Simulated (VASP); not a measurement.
Write the native input for VASP 6.6.1 that does the following.

```yaml
Task: single point
Functional: PBE
Potentials_or_basis: VASP PAW PBE potentials, release 64 (Mg, I)
Cutoff: 520 eV
k_mesh: 10 × 10 × 10
Occupations: fermi-dirac, width 0.03 eV
Spin: no spin polarisation
Dipole_correction: no
Further_INCAR_settings: ALGO = Normal; EDIFF = 1e-06; NBANDS = 15
```

The structure of MgI2 (fluorite type) lies in POSCAR:

```
MgI2
1.0
    0.0000000000      3.7637298411      3.7637298411
    3.7637298411      0.0000000000      3.7637298411
    3.7637298411      3.7637298411      0.0000000000
Mg I
1 2
Direct
    0.0000000000      0.0000000000      0.0000000000
    0.2500000000      0.2500000000      0.2500000000
    0.7500000000      0.7500000000      0.7500000000
```

The input as run:

INCAR

```
SYSTEM = MgI2
PREC = Accurate
ENCUT = 520
EDIFF = 1E-6
ISMEAR = -1
SIGMA = 0.03
LREAL = .False.
LASPH = .True.
NELM = 100
ALGO = Normal
ISIF = 2
LWAVE = .False.
LCHARG = .True.
GGA = PE
LELF = .True.
LVHAR = .True.
NBANDS = 15
```

KPOINTS

```
Automatic mesh
0
Gamma
  10 10 10
  0 0 0
```

Potentials or basis: VASP PAW PBE potentials, release 64 (Mg, I).

Run with:

```bash
$ cat potpaw_PBE.64/Mg/POTCAR potpaw_PBE.64/I/POTCAR > POTCAR
$ mpirun -np 1 vasp_std > vasp.out
```

It gave:

```yaml
Pressure: 0.0 GPa
Band_gap_on_the_k_mesh: 0.57 eV, indirect (least direct gap 1.07 eV)
```

Caveat: spin-orbit coupling is left out, which moves the levels of the heavy elements.

Wall time 39 s on 1 thread of Intel(R) Xeon(R) 6975P-C (Granite Rapids), with other jobs on the host, peak memory 0.27 GiB.
